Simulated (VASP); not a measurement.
# CuSnO: single point with PBE

The system is CuSnO.

```xyz
3
Lattice="3.4591 0.0000 0.0000 0.0000 3.1653 0.0000 0.0000 0.0000 5.5031" Properties=species:S:1:pos:R:3 pbc="T T T"
Cu    0.0000    1.5827    2.7516
Sn    0.0000    1.5827    0.0000
O     1.7296    1.5827    2.7516
```

The cell was generated, and may not be a known phase.

```yaml
Program: VASP 6.6.1
Task: single point
Functional: PBE
Potentials_or_basis: VASP PAW PBE potentials, release 64 (Cu_sv_GW, Sn_d, O)
Cutoff: 820 eV
k_mesh: 6 × 6 × 4
Occupations: gaussian, width 0.1 eV
Spin: collinear spin
Starting_moments: "[1.0, 0.0, 0.0] μB"
```

The pressure is -0.3 GPa, the net moment is 0.00 μB per cell and the valence electrons inside the program's atomic spheres are Cu 17.64; Sn 12.08; O 4.96.

Stress tensor (GPa, compression positive):
```
-0.18  0.00  0.00
 0.00 -0.32  0.00
 0.00  0.00 -0.34
```

Levels at points of the mesh, in eV from the Fermi level:
Spin up:
```tsv
k point	band 18	band 19	band 20	band 21	band 22	band 23
(0.00, 0.00, 0.00)	-2.54	-1.94	0.59	2.88	4.23	6.32
(0.50, 0.00, 0.00)	-1.45	-0.74	-0.40	0.24	7.17	7.45
(0.00, 0.50, 0.00)	-2.30	-2.10	-1.95	2.15	5.54	5.75
(0.50, 0.50, 0.00)	-0.28	-0.26	-0.16	0.05	1.27	4.39
(0.00, 0.00, 0.50)	-2.61	-1.93	-0.14	4.23	6.22	6.44
(0.50, 0.00, 0.50)	-2.01	0.03	0.24	3.13	5.36	6.73
(0.00, 0.50, 0.50)	-2.11	-2.02	-1.98	1.54	3.99	6.41
(0.50, 0.50, 0.50)	-0.96	-0.69	-0.25	0.82	2.82	4.32
```
Spin down:
| k point | band 17 | band 18 | band 19 | band 20 | band 21 | band 22 | band 23 | band 24 |
| --- | --- | --- | --- | --- | --- | --- | --- | --- |
| (0.00, 0.00, 0.00) | -2.59 | -2.54 | -1.94 | 0.59 | 2.88 | 4.23 | 6.32 | 8.16 |
| (0.50, 0.00, 0.00) | -2.41 | -1.45 | -0.74 | -0.40 | 0.24 | 7.17 | 7.45 | 7.49 |
| (0.00, 0.50, 0.00) | -2.87 | -2.30 | -2.10 | -1.95 | 2.15 | 5.54 | 5.75 | 6.30 |
| (0.50, 0.50, 0.00) | -1.59 | -0.28 | -0.26 | -0.16 | 0.05 | 1.27 | 4.39 | 4.61 |
| (0.00, 0.00, 0.50) | -2.66 | -2.61 | -1.93 | -0.14 | 4.23 | 6.22 | 6.44 | 6.67 |
| (0.50, 0.00, 0.50) | -2.59 | -2.01 | 0.03 | 0.24 | 3.13 | 5.36 | 6.73 | 7.88 |
| (0.00, 0.50, 0.50) | -2.87 | -2.11 | -2.02 | -1.98 | 1.54 | 3.99 | 6.41 | 9.12 |
| (0.50, 0.50, 0.50) | -1.26 | -0.96 | -0.69 | -0.25 | 0.82 | 2.82 | 4.32 | 4.48 |

Wall time 3.1 min on 1 thread of Intel(R) Xeon(R) 6975P-C (Granite Rapids), on a shared host, peak memory 0.48 GiB.

Caveat: spin-orbit coupling is left out, which moves the levels of the heavy elements. With open d or f shells a metallic result of PBE can be an artefact of self-interaction; +U or a hybrid may open a gap.
